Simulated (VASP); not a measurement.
# ZnS (F-43m) in VASP: a series of runs

ZnS is run at these levels: LDA; tasks: vibrations by perturbation theory.

Everything below comes from runs of VASP 6.6.1. Logs are shortened: lines on timing, memory, paths and dates and some standing lists are left out, and cuts for length are marked.

### 1 The cell of the first run

Symmetry: F-43m, No. 216, cubic system. Conventional cell: a = 4.795 Å, b = 4.795 Å, c = 4.795 Å, α = 90.00°, β = 90.00°, γ = 90.00°. Zn (site symmetry -43m) has 4 S at 2.08 Å within 2.7 Å. Within 2.7 Å of S (site symmetry -43m) lie 4 Zn at 2.08 Å.

### 2 Vibrations by perturbation theory, LDA

Contents of INCAR:

```
SYSTEM = ZnS
PREC = Accurate
ENCUT = 520
EDIFF = 1E-8
ISMEAR = 0
SIGMA = 0.01
LREAL = .FALSE.
LASPH = .TRUE.
NELM = 60
ALGO = Normal
ISIF = 2
LWAVE = .FALSE.
LCHARG = .FALSE.
GGA = CA
NBANDS = 16
IBRION = 8
NSW = 1
LEPSILON = .TRUE.
```

Contents of KPOINTS:

```
regular mesh
0
G
  10 10 10
  0 0 0
```

Contents of POSCAR:

```
ZnS
1.0
    0.0000000000      2.3977068742      2.3977068742
    2.3977068742      0.0000000000      2.3977068742
    2.3977068742      2.3977068742      0.0000000000
Zn S
1 1
Direct
    0.0000000000      0.0000000000      0.0000000000
    0.7500000000      0.7500000000      0.7500000000
```

Potentials or basis: VASP PAW LDA potentials, release 64 (Zn, S).

Run with:

```console
> cat potpaw_LDA.64/Zn/POTCAR potpaw_LDA.64/S/POTCAR > POTCAR
> mpirun -np 1 vasp_std > vasp.out
```

OUTCAR:

```text
SYSTEM = ZnS
   PREC = Accurate
   ENCUT = 520
   EDIFF = 1E-8
   ISMEAR = 0
   LREAL = .FALSE.
   LASPH = .TRUE.
   NELM = 60
   ISIF = 2
   GGA = CA
   IBRION = 8
   NSW = 1
   LEPSILON = .TRUE.

 ion  position               nearest neighbor table
   1  0.000  0.000  0.000-   2 2.08   2 2.08   2 2.08   2 2.08
   2  0.750  0.750  0.750-   1 2.08   1 2.08   1 2.08   1 2.08

  LATTYP: Found a face centered cubic cell.
 ALAT       =     4.7954137484

  Lattice vectors:

 A1 = (   0.0000000000,   2.3977068742,   2.3977068742)
 A2 = (   2.3977068742,   0.0000000000,   2.3977068742)
 A3 = (   2.3977068742,   2.3977068742,   0.0000000000)

Analysis of symmetry for initial positions (statically):
=====================================================================
 Subroutine PRICEL returns:
 Original cell was already a primitive cell.

 Routine SETGRP: Setting up the symmetry group for a
 face centered cubic supercell.

 Subroutine GETGRP returns: Found 24 space group operations
 (whereof 24 operations were pure point group operations)
 out of a pool of 48 trial point group operations.

The static configuration has the point symmetry T_d .

Analysis of symmetry for dynamics (positions and initial velocities):
=====================================================================
 Subroutine PRICEL returns:
 Original cell was already a primitive cell.

 Routine SETGRP: Setting up the symmetry group for a
 face centered cubic supercell.

 Subroutine GETGRP returns: Found 24 space group operations
 (whereof 24 operations were pure point group operations)
 out of a pool of 48 trial point group operations.

The dynamic configuration has the point symmetry T_d .

 Subroutine INISYM returns: Found 24 space group operations
 (whereof 24 operations are pure point group operations),
 and found     1 'primitive' translations

----------------------------------------------------------------------------------------

                                     Primitive cell

  volume of cell :      27.5688

  direct lattice vectors                    reciprocal lattice vectors
     0.000000000  2.397706874  2.397706874    -0.208532580  0.208532580  0.208532580
     2.397706874  0.000000000  2.397706874     0.208532580 -0.208532580  0.208532580
     2.397706874  2.397706874  0.000000000     0.208532580  0.208532580 -0.208532580

  length of vectors
     3.390869580  3.390869580  3.390869580     0.361189023  0.361189023  0.361189023

  position of ions in fractional coordinates (direct lattice)
     0.000000000  0.000000000  0.000000000
     0.750000000  0.750000000  0.750000000

  ion indices of the primitive-cell ions
   primitive index   ion index
                 1           1
                 2           2

----------------------------------------------------------------------------------------

 KPOINTS: regular mesh

Automatic generation of k-mesh.
 Grid dimensions read from file:
 generate k-points for:   10   10   10

 Generating k-lattice:

  Cartesian coordinates                     Fractional coordinates (reciprocal lattice)
    -0.020853258  0.020853258  0.020853258     0.100000000  0.000000000  0.000000000
     0.020853258 -0.020853258  0.020853258     0.000000000  0.100000000  0.000000000
     0.020853258  0.020853258 -0.020853258     0.000000000  0.000000000  0.100000000

  Length of vectors
     0.036118902  0.036118902  0.036118902

  Shift w.r.t. Gamma in fractional coordinates (k-lattice)
     0.000000000  0.000000000  0.000000000

 Subroutine IBZKPT returns following result:
 ===========================================

 Found     47 irreducible k-points:

 Following reciprocal coordinates:
[... 562 lines left out ...]
  energy-cutoff  :      520.00
  volume of cell :       27.57
      direct lattice vectors                 reciprocal lattice vectors
     0.000000000  2.397706874  2.397706874    -0.208532580  0.208532580  0.208532580
     2.397706874  0.000000000  2.397706874     0.208532580 -0.208532580  0.208532580
     2.397706874  2.397706874  0.000000000     0.208532580  0.208532580 -0.208532580

 POSITION                                       TOTAL-FORCE (eV/Angst)
 -----------------------------------------------------------------------------------
      0.00000      0.00000      0.00000         0.000000      0.000000      0.000000
      3.59656      3.59656      3.59656        -0.000000     -0.000000     -0.000000
 -----------------------------------------------------------------------------------
    total drift:                               -0.000002     -0.000002     -0.000002

  FREE ENERGIE OF THE ION-ELECTRON SYSTEM (eV)
  ---------------------------------------------------
  free  energy   TOTEN  =        -7.0370899873 eV

  energy  without entropy=       -7.0370899873  energy(sigma->0) =       -7.03708999

 HEAD OF MICROSCOPIC STATIC DIELECTRIC TENSOR (INDEPENDENT PARTICLE, excluding Hartree and local field effects)
 ------------------------------------------------------
           7.029453     0.000000    -0.000000
          -0.000000     7.029453     0.000000
           0.000000     0.000000     7.029453
 ------------------------------------------------------

 Free energy of the ion-electron system (eV)
  ---------------------------------------------------
  ---------------------------------------------------
  free energy    TOTEN  =        -0.43588252 eV

  energy without entropy =       -0.43588252

------------------------ aborting loop because EDIFF is reached ----------------------------------------

--------------------------------------- Ionic step        2  -------------------------------------------

------------------------ aborting loop because EDIFF is reached ----------------------------------------

--------------------------------------- Ionic step        3  -------------------------------------------

------------------------ aborting loop because EDIFF is reached ----------------------------------------

 PIEZOELECTRIC TENSOR FIELD DIRECTION 3  (e Angst)
 -----------------------------------------------------------------------------
    -0.00106  0.84924  0.00000           ( -0.00000 -0.01820  0.00000)
     0.84924 -0.00106  0.00000           ( -0.01820 -0.00000  0.00000)
     0.00000  0.00000  0.00070           (  0.00000  0.00000 -0.00000)

 PIEZOELECTRIC TENSOR FIELD DIRECTION 3  (C/m^2)
 -----------------------------------------------------------------------------
    -0.00062  0.49354  0.00000
     0.49354 -0.00062  0.00000
     0.00000  0.00000  0.00041

--------------------------------------- Ionic step        4  -------------------------------------------

------------------------ aborting loop because EDIFF is reached ----------------------------------------

[... ionic steps 5 to 6 ...]

--------------------------------------- Ionic step        7  -------------------------------------------

 Free energy of the ion-electron system (eV)
  ---------------------------------------------------
  ---------------------------------------------------
  free energy    TOTEN  =        -0.10332964 eV

  energy without entropy =       -0.10332964

------------------------ aborting loop because EDIFF is reached ----------------------------------------

 INTERNAL STRAIN TENSOR  FOR ION    2  DIRECTION 1   (eV/Angst):
 -----------------------------------------------------------------------------
    -0.01703  0.00000  0.00000
     0.00000  0.02152 24.12710
     0.00000 24.12710  0.02152

 MACROSCOPIC STATIC DIELECTRIC TENSOR (including local field effects in DFT)
 ------------------------------------------------------
           6.490290    -0.000000    -0.000000
           0.000000     6.490290    -0.000000
          -0.000000    -0.000000     6.490290
 ------------------------------------------------------

 PIEZOELECTRIC TENSOR (including local field effects)  for field in x, y, z        (e  Angst)
          XX          YY          ZZ          XY          YZ          ZX
  --------------------------------------------------------------------------------
  x     0.00000     0.00000    -0.00000     0.00000     0.86582     0.00000
  y     0.00000     0.00000    -0.00000     0.00000     0.00000     0.86582
  z     0.00000     0.00000     0.00000     0.86582     0.00000     0.00000

 PIEZOELECTRIC TENSOR (including local field effects)  for field in x, y, z        (C/m^2)
          XX          YY          ZZ          XY          YZ          ZX
  --------------------------------------------------------------------------------
  x     0.00000     0.00000    -0.00000     0.00000     0.50318     0.00000
  y     0.00000     0.00000    -0.00000     0.00000     0.00000     0.50318
  z     0.00000     0.00000     0.00000     0.50318     0.00000     0.00000

 BORN EFFECTIVE CHARGES (including local field effects) (in |e|, cummulative output)
 ---------------------------------------------------------------------------------
 ion    1
    1     1.46728     0.00000     0.00000
    2     0.00000     1.46728     0.00000
    3     0.00000     0.00000     1.46728
 ion    2
    1    -1.46728     0.00000     0.00000
    2     0.00000    -1.46728     0.00000
    3     0.00000     0.00000    -1.46728

 INTERNAL STRAIN TENSOR FOR ION    2 for displacements in x,y,z  (eV/Angst):
          X           Y           Z          XY          YZ          ZX
  --------------------------------------------------------------------------------
  x     0.00000     0.00000     0.00000     0.00000    24.12710     0.00000
  y    -0.00000     0.00000    -0.00000     0.00000     0.00000    24.12710
  z     0.00000     0.00000     0.00000    24.12710     0.00000     0.00000

 SECOND DERIVATIVES (NOT SYMMETRIZED)
 ------------------------------------
               1X          1Y          1Z          2X          2Y          2Z
  1X   -17.232467    0.000000    0.000000   17.232467    0.000000    0.000000
  1Y     0.000000  -17.232467    0.000000    0.000000   17.232467    0.000000
  1Z     0.000000    0.000000  -17.232467    0.000000    0.000000   17.232467
  2X    17.194285    0.000000    0.000000  -17.194285    0.000000    0.000000
  2Y     0.000000   17.194285    0.000000    0.000000  -17.194285    0.000000
  2Z     0.000000    0.000000   17.194285    0.000000    0.000000  -17.194285

 Eigenvectors and eigenvalues of the dynamical matrix
 ----------------------------------------------------

   1 f  =   13.980660 THz    87.843077 2PiTHz  466.344617 cm-1    57.819337 meV
             X         Y         Z           dx          dy          dz
      0.000000  0.000000  0.000000     0.574039    0.000000    0.000000
      3.596560  3.596560  3.596560    -0.818828    0.000000    0.000000
[... 21 lines left out ...]
   6 f/i=    0.007288 THz     0.045793 2PiTHz    0.243110 cm-1     0.030142 meV
             X         Y         Z           dx          dy          dz
      0.000000  0.000000  0.000000    -0.554267   -0.236759    0.554267
      3.596560  3.596560  3.596560    -0.388569   -0.165980    0.388569

--------------------------------------------------------------------------------------------------------

 MACROSCOPIC STATIC DIELECTRIC TENSOR IONIC CONTRIBUTION
 ------------------------------------------------------
           0.820929     0.000000     0.000000
           0.000000     0.820929     0.000000
           0.000000     0.000000     0.820929
 ------------------------------------------------------

 ELASTIC MODULI CONTR FROM IONIC RELAXATION (kBar)
 Direction    XX          YY          ZZ          XY          YZ          ZX
 --------------------------------------------------------------------------------
 XX          -0.0000     -0.0000     -0.0000     -0.0000      0.0000      0.0000
 YY          -0.0000     -0.0000     -0.0000     -0.0000     -0.0000      0.0000
 ZZ          -0.0000     -0.0000     -0.0000      0.0000     -0.0000      0.0000
 XY          -0.0000     -0.0000      0.0000  -1963.1535      0.0000      0.0000
 YZ           0.0000     -0.0000     -0.0000      0.0000  -1963.1535      0.0000
 ZX           0.0000      0.0000      0.0000      0.0000      0.0000  -1963.1535
 --------------------------------------------------------------------------------

 PIEZOELECTRIC TENSOR IONIC CONTR  for field in x, y, z        (C/m^2)
          XX          YY          ZZ          XY          YZ          ZX
  --------------------------------------------------------------------------------
  x     0.00000    -0.00000    -0.00000     0.00000    -1.19454     0.00000
  y     0.00000     0.00000     0.00000     0.00000     0.00000    -1.19454
  z    -0.00000    -0.00000     0.00000    -1.19454     0.00000     0.00000
```

Run time: 9 min. Hardware: 1 thread of AMD EPYC 7R13, shared host; peak memory 0.3 GiB.

What came out:

| Item | Value |
| --- | --- |
| Electronic dielectric tensor (diagonal) | 6.49 |
| Born charges (mean of the diagonal) | Zn +1.47; S -1.47 e |
| Highest phonon frequency at Γ, LO-TO splitting left out | 466 cm⁻¹ |

Phonon frequencies in cm⁻¹ (negative: imaginary):
```
              q point        frequencies
(0.000, 0.000, 0.000)  0 0 0 466 466 466
```

Electronic dielectric tensor:
```
6.49 0.00 0.00
0.00 6.49 0.00
0.00 0.00 6.49
```

Born effective charge tensors (e):
atom 1, Zn
```
1.47 0.00 0.00
0.00 1.47 0.00
0.00 0.00 1.47
```
atom 2, S
```
-1.47  0.00  0.00
 0.00 -1.47  0.00
 0.00  0.00 -1.47
```

Caveat: the cell wasn't relaxed at this level first, which shifts response properties.

[end of part 1 of 3]
